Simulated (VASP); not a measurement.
Input of a VASP 6.6.1 run:

File POSCAR:

```
Al
1.0
    0.0000000000      1.9758400501      1.9758400501
    1.9758400501      0.0000000000      1.9758400501
    1.9758400501      1.9758400501      0.0000000000
Al
1
Direct
    0.0000000000      0.0000000000      0.0000000000
```

File INCAR.step1:

```
ALGO = Normal
EDIFF = 1E-4
ENCUT = 520
GGA = PE
ISMEAR = 0
LASPH = T
LCHARG = F
LREAL = F
LWAVE = T
NBANDS = 8
NELM = 80
PREC = Accurate
SIGMA = 0.1
```

INCAR.step2

```
ALGO = Normal
EDIFF = 1E-7
ENCUT = 520
ISIF = 2
ISMEAR = 0
ISTART = 1
LASPH = T
LCHARG = F
LMIXTAU = T
LREAL = F
LWAVE = F
METAGGA = R2SCAN
NBANDS = 8
NELM = 80
PREC = Accurate
SIGMA = 0.1
```

File KPOINTS:

```
k-points
0
Gamma
  18 18 18
```

Potentials or basis: VASP PAW PBE potentials, release 64 (Al).

Command:

```console
$ cat potpaw_PBE.64/Al/POTCAR > POTCAR
$ cp INCAR.step1 INCAR
$ mpirun -np 1 vasp_std > vasp.out
$ cp INCAR.step2 INCAR
$ mpirun -np 1 vasp_std > vasp.out
```

(1) Predict the pressure.

## Answers

(1) 2.7 GPa.

Caveat: the PAW data sets were made with another functional, which shifts forces and pressure a little.
